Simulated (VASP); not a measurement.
Input of a VASP 6.6.1 run:

File INCAR:

```
PREC = Accurate
ENCUT = 750
EDIFF = 1E-6
ISMEAR = 0
SIGMA = 0.05
LREAL = False
LASPH = True
NELM = 120
ALGO = Normal
ISIF = 2
LWAVE = False
LCHARG = False
GGA = PE
NBANDS = 12
GGA_COMPAT = False
```

File KPOINTS:

```
regular mesh
0
Gamma
  10 10 10
```

Contents of POSCAR:

```
LiBr
1.0
    0.0000000000      2.7917384436      2.7917384436
    2.7917384436      0.0000000000      2.7917384436
    2.7917384436      2.7917384436      0.0000000000
Li Br
1 1
Direct
    0.0000000000      0.0000000000      0.0000000000
    0.5000000000      0.5000000000      0.5000000000
```

Potentials or basis: VASP PAW PBE potentials, release 64 (Li_sv, Br).

Launch:

```console
$ cat potpaw_PBE.64/Li_sv/POTCAR potpaw_PBE.64/Br/POTCAR > POTCAR
$ mpirun -np 1 vasp_std > vasp.out
```

**Question.** Predict the pressure.

**Answer.** -1.0 GPa.

**Question.** What does it give for the band gap on the k mesh?

**Answer.** 4.75 eV.

A k mesh can miss the band edges. PBE gaps usually lie below the measured ones, often by a third to a half.
